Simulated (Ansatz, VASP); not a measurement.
**One calculation of C, two programs**

Contents of POSCAR:

```
C
1.0
    0.0000000000      1.9486626423      4.2425535543
    1.1250954843      0.0000000000      4.2425535543
    1.1250954843      1.9486626423      0.0000000000
C
2
Direct
    0.1667039277      0.8332960723      0.1667039277
    0.8332960723      0.1667039277      0.8332960723
```

INCAR.step1

```
SYSTEM = C
ALGO     = Normal         ! electronic algorithm
EDIFF    = 1E-4           ! SCF threshold, eV
ENCUT    = 520            ! plane-wave cutoff, eV
GGA      = PE             ! functional
ISMEAR   = 0              ! smearing method
LASPH    = .True.         ! aspherical terms in the spheres
LCHARG   = .False.        ! write CHGCAR
LREAL    = .False.        ! projectors in reciprocal space
LWAVE    = .True.         ! write WAVECAR
NBANDS   = 11             ! bands
NELM     = 60             ! most SCF steps
PREC     = Accurate       ! precision mode
SIGMA    = 0.05           ! smearing width, eV
```

File INCAR.step2:

```
SYSTEM = C
ALGO     = Normal         ! electronic algorithm
EDIFF    = 1E-6           ! SCF threshold, eV
ENCUT    = 520            ! plane-wave cutoff, eV
ISIF     = 2              ! what is computed and relaxed
ISMEAR   = 0              ! smearing method
ISTART   = 1            
LASPH    = .True.         ! aspherical terms in the spheres
LCHARG   = .True.         ! write CHGCAR
LELF     = .True.         ! ELF
LMIXTAU  = .True.       
LREAL    = .False.        ! projectors in reciprocal space
LVHAR    = .True.       
LWAVE    = .False.        ! write WAVECAR
METAGGA  = R2SCAN         ! meta-GGA
NBANDS   = 11             ! bands
NELM     = 60             ! most SCF steps
PREC     = Accurate       ! precision mode
SIGMA    = 0.05           ! smearing width, eV
```

Contents of KPOINTS:

```
k-points
0
Gamma
  14 14 14
  0 0 0
```

Input for Ansatz:

```yaml
crystal:
  lattice:
    - [0.0, 1.9486626423, 4.2425535543]
    - [1.1250954843, 0.0, 4.2425535543]
    - [1.1250954843, 1.9486626423, 0.0]
  atoms:
    - { symbol: C, position: [0.1667039277, 0.8332960723, 0.1667039277] }
    - { symbol: C, position: [0.8332960723, 0.1667039277, 0.8332960723] }
basis:
  ecutwfc: 500
kpoints:
  mp_grid: { grid: [14, 14, 14] }
hamiltonian:
  xc: r2scan
scf:
  occupations: { method: gaussian, width: 0.05 }
output:
  forces: true
  stress: true
  eigenvalues: true
```

Alike in both runs: task single point; functional r2SCAN; k mesh 14 × 14 × 14; occupations gaussian, width 0.05 eV; no spin polarisation.

|  | VASP | Ansatz |
| --- | --- | --- |
| version | VASP 6.6.1 | Ansatz 0.2.0 |
| potentials or method | VASP PAW PBE potentials, release 64 (C), cutoff 520 eV | scalar-relativistic, plane waves, PAW |
| valence electrons in the cell | 8 | 8 |

```tsv
	VASP	Ansatz	Ansatz less VASP
gap on the k mesh at the Fermi level (eV)	1.43	1.43	-0.001
least direct gap on the mesh (eV)	1.50	1.50	-0.001
rms of the force components (eV/Å)	0.016	0.016	0.0000
```

VASP's potentials were made for PBE, not for r2SCAN. Atom by atom the forces differ by 0.000 eV/Å (rms over components).
